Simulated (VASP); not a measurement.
Here is a VASP 6.6.1 calculation.

File INCAR:

```
  PREC = Accurate
  ENCUT = 600
  EDIFF = 1E-6
  ISMEAR = 0
  SIGMA = 0.1
  LREAL = F
  LASPH = T
  NELM = 60
  ALGO = Normal
  ISIF = 3
  LWAVE = F
  LCHARG = F
  GGA = PE
  IBRION = 2
  NSW = 90
  EDIFFG = -0.04
```

KPOINTS

```
regular mesh
0
Gamma
  6 6 4
```

Contents of POSCAR:

```
Ga3SbN2
1.0
    5.7568147470      0.0000000000      0.0000000000
   -2.8784073735      4.9855478158      0.0000000000
    0.0000000000      0.0000000000      5.8031290330
Ga Sb N
3 1 2
Direct
    0.5000000000      0.0000000000      0.5000000000
    0.0000000000      0.5000000000      0.5000000000
    0.5000000000      0.5000000000      0.5000000000
    0.0000000000      0.0000000000      0.0000000000
    0.0000000000      0.0000000000      0.3992298439
    0.0000000000      0.0000000000      0.6007701561
```

Potentials or basis: VASP PAW PBE potentials, release 64 (Ga_d, Sb, N).

Run with:

```bash
$ cat potpaw_PBE.64/Ga_d/POTCAR potpaw_PBE.64/Sb/POTCAR potpaw_PBE.64/N/POTCAR > POTCAR
$ mpirun -np 1 vasp_std > vasp.out
```

Task: Estimate the band gap on the k mesh.

Result: Zero (bands 27 and 28 overlap by 1.95 eV).

Task: Estimate the relaxed volume.

Result: 27.37 Å³/atom.

Task: Predict the relaxed cell.

Result: a = 5.783 Å, b = 5.783 Å, c = 5.669 Å, α = 90.00°, β = 90.00°, γ = 120.00°.

Step by step:
| step | energy change (eV) | largest force (eV/Å) | pressure (GPa) | volume (Å³) |
| --- | --- | --- | --- | --- |
| 1 | 0.0000 | 1.5496 | -0.04 | 166.55 |
| 2 | 0.2745 | 4.6245 | -2.95 | 166.35 |
| 3 | -0.0230 | 0.3030 | -0.81 | 166.52 |
| 4 | -0.0557 | 0.0477 | 0.30 | 163.59 |
| 5 | -0.0573 | 0.0798 | 0.09 | 164.10 |
| 6 | -0.0573 | 0.0844 | 0.04 | 164.15 |
| 7 | -0.0563 | 0.4169 | 0.25 | 164.42 |
| 8 | -0.0574 | 0.0194 | 0.09 | 164.21 |

Caveat: the standard files for N, O and F lose accuracy on very short bonds; spin-orbit coupling is left out, which moves the levels of the heavy elements.
